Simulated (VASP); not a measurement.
Write the native input for VASP 6.6.1 that does the following.

```yaml
Task: relaxation of cell and atoms
Functional: PBE
Potentials_or_basis: VASP PAW PBE potentials, release 64 (Ge_d, P, Pd)
Cutoff: 600 eV
k_mesh: 8 × 8 × 8
Occupations: gaussian, width 0.1 eV
Spin: no spin polarisation
Dipole_correction: no
Further_INCAR_settings: ALGO = Normal; EDIFF = 1e-07; IBRION = 2; EDIFFG = -0.01; NSW = 100; ISIF = 3
```

The structure of GePPd3 lies in POSCAR:

```
GePPd3
1.0
    4.6033533584      0.0000000000      0.0000000000
    0.0000000000      4.6033533584      0.0000000000
    0.0000000000      0.0000000000      4.6033533584
Ge P Pd
1 1 3
Direct
    0.5000000000      0.5000000000      0.5000000000
    0.0000000000      0.0000000000      0.0000000000
    0.0000000000      0.5000000000      0.5000000000
    0.5000000000      0.0000000000      0.5000000000
    0.5000000000      0.5000000000      0.0000000000
```

The input as run:

INCAR

```
PREC = Accurate ; ENCUT = 600
EDIFF = 1E-7 ; ISMEAR = 0
SIGMA = 0.1 ; LREAL = False
LASPH = True ; NELM = 60
ALGO = Normal ; ISIF = 3
LWAVE = False ; LCHARG = False
GGA = PE ; IBRION = 2
NSW = 100 ; EDIFFG = -0.01
```

KPOINTS

```
regular mesh
0
Gamma
  8 8 8
```

Potentials or basis: VASP PAW PBE potentials, release 64 (Ge_d, P, Pd).

Command:

```console
$ cat potpaw_PBE.64/Ge_d/POTCAR potpaw_PBE.64/P/POTCAR potpaw_PBE.64/Pd/POTCAR > POTCAR
$ mpirun -np 1 vasp_std > vasp.out
```

Results of the run:

* Relaxed volume: 19.64 Å³/atom
* Relaxed cell: a = 4.614 Å, b = 4.614 Å, c = 4.614 Å, α = 90.00°, β = 90.00°, γ = 90.00°
* Space group after relaxing (to 0.1 Å): Pm-3m (No. 221)
* Energy gained by relaxing: 0.3 meV/atom
* Ionic steps: 3
* Pressure after relaxing: 0.0 GPa
* Band gap on the k mesh: zero (an odd number of electrons rules out a gap without spin polarisation)

It took 8.2 min on 1 thread of Intel Xeon 8259CL (shared host), peak memory 0.34 GiB.
